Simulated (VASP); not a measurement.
# MnO (rocksalt type) (Fm-3m) in VASP: relaxation of cell and atoms with PBE

Aim: the relaxation of cell and atoms of MnO (rocksalt type) with PBE.

All numbers are computed with VASP 6.6.1; they aren't measurements. Logs are shortened: lines on timing, memory, paths and dates and some standing lists are left out, and cuts for length are marked.

### Step 1. The cell of the first run

Symmetry: Fm-3m, No. 225, cubic system. The conventional cell has a = 4.465 Å, b = 4.465 Å, c = 4.465 Å, α = 90.00°, β = 90.00°, γ = 90.00°. Mn (site symmetry m-3m) has 6 O at 2.23 Å within 3.0 Å. O (site symmetry m-3m) has 6 Mn at 2.23 Å within 3.0 Å.

### Step 2. Relaxation of cell and atoms, PBE, collinear spin, ferromagnetic start

Contents of INCAR:

```
PREC = Accurate
ENCUT = 600
EDIFF = 1E-6
ISMEAR = -1
SIGMA = 0.05
LREAL = F
LASPH = T
NELM = 150
ALGO = Normal
ISIF = 3
LWAVE = F
LCHARG = F
ISPIN = 2
MAGMOM = 4 0
LORBIT = 11
LMAXMIX = 4
GGA = PE
IBRION = 2
NSW = 100
EDIFFG = -0.005
```

Contents of KPOINTS:

```
regular mesh
0
Gamma
  13 13 13
```

Contents of POSCAR:

```
MnO
1.0
    0.0000000000      2.2322827293      2.2322827293
    2.2322827293      0.0000000000      2.2322827293
    2.2322827293      2.2322827293      0.0000000000
Mn O
1 1
Direct
    0.0000000000      0.0000000000      0.0000000000
    0.5000000000      0.5000000000      0.5000000000
```

Potentials or basis: VASP PAW PBE potentials, release 64 (Mn_pv, O).

Run with:

```console
cat potpaw_PBE.64/Mn_pv/POTCAR potpaw_PBE.64/O/POTCAR > POTCAR
mpirun -np 1 vasp_std > vasp.out
```

OUTCAR:

```text
PREC = Accurate
   ENCUT = 600
   EDIFF = 1E-6
   ISMEAR = -1
   LREAL = F
   LASPH = T
   NELM = 150
   ISIF = 3
   ISPIN = 2
   LORBIT = 11
   GGA = PE
   IBRION = 2
   NSW = 100
   EDIFFG = -0.005

 ion  position               nearest neighbor table
   1  0.000  0.000  0.000-   2 2.23   2 2.23   2 2.23   2 2.23   2 2.23   2 2.23
   2  0.500  0.500  0.500-   1 2.23   1 2.23   1 2.23   1 2.23   1 2.23   1 2.23

  LATTYP: Found a face centered cubic cell.
 ALAT       =     4.4645654586

  Lattice vectors:

 A1 = (   0.0000000000,   2.2322827293,   2.2322827293)
 A2 = (   2.2322827293,   0.0000000000,   2.2322827293)
 A3 = (   2.2322827293,   2.2322827293,   0.0000000000)

Analysis of symmetry for initial positions (statically):
=====================================================================
 Subroutine PRICEL returns:
 Original cell was already a primitive cell.

 Routine SETGRP: Setting up the symmetry group for a
 face centered cubic supercell.

 Subroutine GETGRP returns: Found 48 space group operations
 (whereof 48 operations were pure point group operations)
 out of a pool of 48 trial point group operations.

The static configuration has the point symmetry O_h .

Analysis of symmetry for dynamics (positions and initial velocities):
=====================================================================
 Subroutine PRICEL returns:
 Original cell was already a primitive cell.

 Routine SETGRP: Setting up the symmetry group for a
 face centered cubic supercell.

 Subroutine GETGRP returns: Found 48 space group operations
 (whereof 48 operations were pure point group operations)
 out of a pool of 48 trial point group operations.

The dynamic configuration has the point symmetry O_h .

Analysis of structural, dynamic, and magnetic symmetry:
=====================================================================
 Subroutine PRICEL returns:
 Original cell was already a primitive cell.

 Routine SETGRP: Setting up the symmetry group for a
 face centered cubic supercell.

 Subroutine GETGRP returns: Found 48 space group operations
 (whereof 48 operations were pure point group operations)
 out of a pool of 48 trial point group operations.

The overall configuration has the point symmetry O_h .

 Subroutine INISYM returns: Found 48 space group operations
 (whereof 48 operations are pure point group operations),
 and found     1 'primitive' translations

----------------------------------------------------------------------------------------

                                     Primitive cell

  volume of cell :      22.2473

[... 121 lines left out ...]
  energy-cutoff  :      600.00
  volume of cell :       22.25
 maximum number of plane-waves:       753
 NGX is ok and might be reduce to    28
   NGX = 13   NGY = 13   NGZ = 13

--------------------------------------- Ionic step        1  -------------------------------------------

 number of electron      18.9999993 magnetization       4.7958728

 Free energy of the ion-electron system (eV)
  ---------------------------------------------------
  ext. energy  EPLUGINS =         0.00000000
  ---------------------------------------------------
  free energy    TOTEN  =       -16.40637532 eV

  energy without entropy =      -16.39783596  energy(sigma->0) =      -16.40210564

------------------------ aborting loop because EDIFF is reached ----------------------------------------

  FORCE on cell =-STRESS in cart. coord.  units (eV):
  Direction    XX          YY          ZZ          XY          YZ          ZX
  --------------------------------------------------------------------------------------
  -------------------------------------------------------------------------------------
  Total       -0.2261007     -0.2261007     -0.2261007     -0.0000000      0.0000000      0.0000000
  in kB      -16.2830175    -16.2830175    -16.2830175     -0.0000000      0.0000000      0.0000000
  external PRESSURE =     -16.2830175 kB  Pullay stress =       0.0000000 kB
[... 59 lines left out ...]
--------------------------------------- Ionic step        3  -------------------------------------------

 number of electron      18.9999999 magnetization       4.7430488

 Free energy of the ion-electron system (eV)
  ---------------------------------------------------
  ext. energy  EPLUGINS =         0.00000000
  ---------------------------------------------------
  free energy    TOTEN  =       -16.40828569 eV

  energy without entropy =      -16.39957648  energy(sigma->0) =      -16.40393108

 E-fermi :   7.5902     XC(G=0): -11.8916

 val. band max:        7.5734738759   @ k =  -0.3077   0.2308   0.0769
 cond. band min:       7.6072254381   @ k =   0.4615   0.0769   0.0000
 fundamental gap:      0.0337515622
 Fermi energy:         7.5901990927

 spin component 1

 k-point     1 :       0.0000    0.0000    0.0000
  band No.  band energies     occupation
      1     -42.7730      1.00000
      2     -42.7730      1.00000
      3     -42.7730      1.00000
      4     -12.7180      1.00000
      5       3.8221      1.00000
      6       3.8221      1.00000
      7       3.8221      1.00000
      8       4.3766      1.00000
      9       4.3766      1.00000
     10       4.3766      1.00000
     11       4.9073      1.00000
     12       4.9073      1.00000
     13       7.0995      0.99995
     14      21.5881      0.00000
[... 403 lines left out ...]
      4     -11.7809      1.00000
      5      -0.1742      1.00000
      6       1.4442      1.00000
      7       1.7727      1.00000
      8       4.8591      1.00000
      9       5.3368      1.00000
     10       5.6317      1.00000
     11       7.1107      0.99993
     12       7.1681      0.99978
     13      12.1173      0.00000
     14      15.5147      0.00000
     15      18.2672      0.00000

 [... further k-points ...]

 spin component 2

 k-point     1 :       0.0000    0.0000    0.0000
  band No.  band energies     occupation
      1     -38.1303      1.00000
      2     -38.1303      1.00000
      3     -38.1303      1.00000
      4     -12.2821      1.00000
      5       4.2027      1.00000
      6       4.2027      1.00000
      7       4.2027      1.00000
      8       8.3145      0.00000
      9       8.3145      0.00000
     10       8.3145      0.00000
     11       8.4008      0.00000
     12       8.9469      0.00000
     13       8.9469      0.00000
     14      22.2265      0.00000
[... 444 lines left out ...]
  FREE ENERGIE OF THE ION-ELECTRON SYSTEM (eV)
  ---------------------------------------------------
  free  energy   TOTEN  =       -16.4082856880 eV

  energy  without entropy=      -16.3995764795  energy(sigma->0) =      -16.40393108

 reached required accuracy - stopping structural energy minimisation

 total charge

# of ion       s       p       d       tot
------------------------------------------
    1        0.204   6.177   4.978  11.359
    2        1.558   3.417   0.000   4.975
--------------------------------------------------
tot          1.761   9.594   4.978  16.334

 magnetization (x)

# of ion       s       p       d       tot
------------------------------------------
    1        0.034   0.026   4.251   4.311
    2        0.030   0.168   0.000   0.199
--------------------------------------------------
tot          0.065   0.194   4.251   4.510
```

CONTCAR:

```text
MnO
   1.00000000000000
    -0.0000000000000000    2.2194248909619203    2.2194248909619203
     2.2194248909619203    0.0000000000000000    2.2194248909619203
     2.2194248909619203    2.2194248909619203    0.0000000000000000
  Mn              O
     1     1
Direct
     0.0000000000000000    0.0000000000000000    0.0000000000000000
     0.5000000000000000    0.5000000000000000    0.5000000000000000

  0.00000000E+00  0.00000000E+00  0.00000000E+00
  0.00000000E+00  0.00000000E+00  0.00000000E+00
```

It took 71 s on 1 thread of Intel Xeon 6975P-C (Granite Rapids), shared host; peak memory 0.21 GiB.

Results:

| Item | Value |
| --- | --- |
| Free energy | -16.4083 eV |
| Relaxed volume | 10.93 Å³/atom |
| Relaxed cell | a = 3.139 Å, b = 3.139 Å, c = 3.139 Å, α = 60.00°, β = 60.00°, γ = 60.00° |
| Space group after relaxing (to 0.05 Å) | Fm-3m (No. 225) |
| Energy gained by relaxing | 1.0 meV/atom |
| Ionic steps | 3 |
| Pressure after relaxing | 0.0 GPa |
| Net moment | 4.74 μB per cell |
| Site moments | Mn +4.31; O +0.20 μB |
| Valence electrons inside the program's atomic spheres | Mn 11.36; O 4.97 |

Step by step:
```tsv
step	energy change (eV)	largest force (eV/Å)	pressure (GPa)	volume (Å³)
1	0.0000	0.0000	-1.63	22.25
2	-0.0019	0.0000	-0.08	21.89
3	-0.0019	0.0000	0.02	21.87
```

Final structure:
```
Mn O
1.0
     0.00000    2.21942    2.21942
     2.21942    0.00000    2.21942
     2.21942    2.21942    0.00000
Mn O
1 1
Direct
  0.00000 0.00000 0.00000
  0.50000 0.50000 0.50000
```

Levels at points of the mesh, in eV from the Fermi level:
Spin up:
```csv
k point,band 10,band 11,band 12,band 13,band 14,band 15
"(0.00, 0.00, 0.00)",-3.21,-2.68,-2.68,-0.49,14.00,16.38
```
Spin down:
| k point | band 3 | band 4 | band 5 | band 6 | band 7 | band 8 | band 9 | band 10 | band 11 | band 12 |
| --- | --- | --- | --- | --- | --- | --- | --- | --- | --- | --- |
| (0.00, 0.00, 0.00) | -45.72 | -19.87 | -3.39 | -3.39 | -3.39 | 0.72 | 0.72 | 0.72 | 0.81 | 1.36 |

Caveat: a cell with one magnetic atom can't hold antiferromagnetic order, which such compounds often take; semilocal functionals often make such compounds metallic where correlation or magnetic order opens a gap, which also shifts bond lengths. With open d or f shells a metallic result of PBE can be an artefact of self-interaction; +U or a hybrid may open a gap.
